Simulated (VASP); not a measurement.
Runs of VASP 6.6.1 on Tl. The structure is that of space group Fd-3m (No. 227), or close to it. The cells are those of the table. This isn't the form of Tl at room conditions, which is hcp.

```tsv
task	cell	cutoff (eV)	gap on the mesh (eV)	pressure (GPa)
relaxation of cell and atoms	relaxed to 230 GPa from a = 3.587 Å, angles 60.0°, 2 atoms	600	none	230.0
single point	a = 3.587 Å, angles 60.0°, 2 atoms	520	none	231.7
single point	a = 3.588 Å, angles 60.0°, 2 atoms	520	none	(a)
relaxation of cell and atoms	relaxed to 230 GPa from a = 3.416 Å, angles 60.0°, 2 atoms	600	none	230.0
```

Alike in all rows: level PBE; potentials or basis VASP PAW PBE potentials, release 64 (Tl_d); no spin polarisation; k mesh 13 × 13 × 13; smearing fermi-dirac 0.1 eV.

Fill in the values left out.

(a) 231.2.

Caveats: spin-orbit coupling is left out, which moves the levels of the heavy elements; the cell is relaxed towards a set pressure, so the run minimises the enthalpy, not the energy (at least some runs); the cell stands under pressure (at least some runs).

A k mesh can miss the band edges, and the runs leave out spin-orbit coupling on Tl.

A gap of «none» marks levels without a gap at the run's occupations.
